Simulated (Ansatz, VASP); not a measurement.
# KF in VASP and in Ansatz

The input INCAR:

```
PREC     = Accurate       # precision mode
ENCUT    = 520            # plane-wave cutoff, eV
EDIFF    = 1E-8           # SCF threshold, eV
ISMEAR   = -1             # smearing method
SIGMA    = 0.08           # smearing width, eV
LREAL    = False          # projectors in reciprocal space
LASPH    = True           # aspherical terms in the spheres
NELM     = 80             # most SCF steps
ALGO     = Normal         # electronic algorithm
ISIF     = 2              # what is computed and relaxed
LWAVE    = False          # write WAVECAR
LCHARG   = False          # write CHGCAR
GGA      = PE             # functional
LEFG     = True         
NBANDS   = 15             # bands
```

Contents of KPOINTS:

```
regular mesh
0
Gamma
  16 16 16
```

POSCAR

```
KF
1.0
   -0.0812966289      2.6692393144      2.6692393144
    2.6692393144     -0.0812966289      2.6692393144
    2.6692393144      2.6692393144     -0.0812966289
K F
1 1
Direct
    0.0000000000      0.0000000000      0.0000000000
    0.5000000000      0.5000000000      0.5000000000
```

Input for Ansatz:

```yaml
crystal:
  lattice:
    - [-0.0812966289, 2.6692393144, 2.6692393144]
    - [2.6692393144, -0.0812966289, 2.6692393144]
    - [2.6692393144, 2.6692393144, -0.0812966289]
  atoms:
    - { symbol: K, position: [0.0, 0.0, 0.0] }
    - { symbol: F, position: [0.5, 0.5, 0.5] }
kpoints:
  mp_grid: { grid: [16, 16, 16] }
scf:
  occupations: { method: fermi_dirac, width: 0.08 }
hamiltonian:
  xc: pbe
  pseudopotentials: { kind: paw }
output:
  forces: true
  stress: true
  eigenvalues: true
  efg: { contact_densities: true }
```

Change from the starting cell: equal xy, yz and zx shear strains of -3 %, PAW files.

Alike in both runs: task electric field gradients; functional PBE; k mesh 16 × 16 × 16; occupations fermi-dirac, width 0.08 eV; no spin polarisation.

|  | VASP | Ansatz |
| --- | --- | --- |
| version | VASP 6.6.1 | Ansatz 0.2.0 |
| potentials or method | VASP PAW PBE potentials, release 64 (K_sv, F) | PAW with Ansatz's default frozen-core files, scalar-relativistic |
| plane-wave cutoff (eV) | 520 | 420 |
| valence electrons in the cell | 16 | 16 |

VASP gave:

* gap on the k mesh at the Fermi level (eV): 5.91
* pressure (GPa): 0.0
* traceless stress, the component that is largest in VASP (GPa): 0.37
* size of Vzz on the site where it differs most (V/Å²): 5.6

Q: What did Ansatz give for the same quantities?

A: gap on the k mesh at the Fermi level (eV): 5.93; pressure (GPa): 0.0; traceless stress, the component that is largest in VASP (GPa): 0.38; size of Vzz on the site where it differs most (V/Å²): 5.5.

With one functional, cell and mesh, what is left measures potentials, basis and numerics.
